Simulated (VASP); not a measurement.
TaN, 2 atoms in the cell. It takes space group I4/mmm (No. 139, tetragonal). The conventional cell has a = 3.082 Å, b = 3.082 Å, c = 4.445 Å, α = 90.00°, β = 90.00°, γ = 90.00°. Ta (site symmetry 4/mmm) has 6 N at 2.18 to 2.22 Å within 2.9 Å. Within 2.9 Å of N (site symmetry 4/mmm) lie 6 Ta at 2.18 to 2.22 Å.  This cell differs from its parent crystal: zz strain of +2 %.

* Program: VASP 6.6.1
* Task: single point
* Functional: PBE
* Potentials or basis: VASP PAW PBE potentials, release 64 (Ta_pv, N)
* Cutoff: 600 eV
* k mesh: 9 × 9 × 9
* Occupations: fermi-dirac, width 0.02 eV
* Spin: no spin polarisation
* Dipole correction: no
* Further INCAR settings: ALGO = Normal; EDIFF = 1e-06; NBANDS = 15

Potentials or basis: VASP PAW PBE potentials, release 64 (Ta_pv, N).

Command:

```sh
$ cat potpaw_PBE.64/Ta_pv/POTCAR potpaw_PBE.64/N/POTCAR > POTCAR
$ mpirun -np 1 vasp_std > vasp.out
```

Hardware: 1 thread of Intel(R) Xeon(R) 6975P-C (Granite Rapids) (shared host).

Estimate the wall time of this run.

Wall time 14 s on 1 thread of Intel(R) Xeon(R) 6975P-C (Granite Rapids), on a shared host, peak memory 0.18 GiB. Counts: scf iterations 12, k points 75.
